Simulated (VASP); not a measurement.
Here is a VASP 6.6.1 calculation.

The input INCAR:

```
SYSTEM = Zr
  PREC = Accurate
  ENCUT = 520
  EDIFF = 1E-6
  ISMEAR = 0
  SIGMA = 0.1
  LREAL = .False.
  LASPH = .True.
  NELM = 60
  ALGO = Fast
  ISIF = 2
  LWAVE = .False.
  LCHARG = .True.
  GGA = PS
  LELF = .True.
  LVHAR = .True.
  NBANDS = 19
```

File KPOINTS:

```
regular mesh
0
Gamma
  18 18 8
  0 0 0
```

POSCAR

```
Zr
1.0
    3.2972450359      0.0000000000      0.0000000000
   -1.6486225179      2.8554979636      0.0000000000
    0.0000000000      0.0000000000      5.2497189826
Zr
2
Direct
    0.3333333333      0.6666666667      0.2500000000
    0.6666666667      0.3333333333      0.7500000000
```

Potentials or basis: VASP PAW PBE potentials, release 64 (Zr_sv).

Launch:

```console
$ cat potpaw_PBE.64/Zr_sv/POTCAR > POTCAR
$ mpirun -np 1 vasp_std > vasp.out
```

Problem. What does it give for the band gap on the k mesh?

Solution. Zero (bands 12 and 13 overlap by 1.09 eV).

Problem. Estimate the pressure.

Solution. -8.0 GPa.

Caveat: the cell stands under tension; the PAW data sets were made with another functional, which shifts forces and pressure a little.
